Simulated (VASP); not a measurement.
Crystal: BaCaF4.

```
CELL_PARAMETERS angstrom
2.05394 1.18584 6.70812
-2.05394 1.18584 6.70812
0.00000 -2.37168 6.70812
ATOMIC_POSITIONS crystal
Ba 0.00000 0.00000 0.00000
F 0.12500 0.12500 0.12500
F 0.37500 0.37500 0.37500
F 0.62500 0.62500 0.62500
F 0.87500 0.87500 0.87500
Ca 0.50000 0.50000 0.50000
```

```yaml
Program: VASP 6.6.1
Task: relaxation of cell and atoms
Functional: PBE
Potentials_or_basis: VASP PAW PBE potentials, release 64 (Ba_sv, F, Ca_sv)
Cutoff: 600 eV
k_mesh: 6 × 6 × 6
Occupations: fermi-dirac, width 0.02 eV
Spin: no spin polarisation
```

At the start: pressure 6.7 GPa; volume 16.34 Å³/atom.

**Question.** Where does the relaxation end?

**Answer.** Over 10 steps the energy falls by 95.0 meV/atom and the volume is 17.28 Å³/atom (+5.7 %); space group R-3m (No. 166, to 0.1 Å) before and after.

The path:
| step | energy change (eV) | largest force (eV/Å) | pressure (GPa) | volume (Å³) |
| --- | --- | --- | --- | --- |
| 1 | 0.0000 | 1.3287 | 6.66 | 98.03 |
| 2 | -0.3844 | 0.7077 | -1.41 | 107.98 |
| 3 | -0.3890 | 0.6453 | -2.12 | 109.22 |
| 4 | -0.4883 | 0.4864 | -1.38 | 107.01 |
| 5 | -0.5670 | 0.0255 | 0.78 | 102.42 |
| 6 | -0.5686 | 0.0641 | 0.43 | 103.04 |
| 7 | -0.5687 | 0.0472 | 0.50 | 102.92 |
| 8 | -0.5702 | 0.0182 | -0.07 | 103.79 |
| 9 | -0.5702 | 0.0068 | 0.02 | 103.64 |
| 10 | -0.5702 | 0.0034 | 0.01 | 103.67 |

Final structure:
```
Ba F Ca
1.0
     2.10344    1.21442    6.76386
    -2.10344    1.21442    6.76386
     0.00000   -2.42884    6.76386
Ba F Ca
1 4 1
Cartesian
  0.0000 2.4288 13.5277
  0.0000 0.0000 2.7059
  0.0000 0.0000 7.8055
  0.0000 0.0000 12.4861
  0.0000 0.0000 17.5856
  0.0000 0.0000 10.1458
```
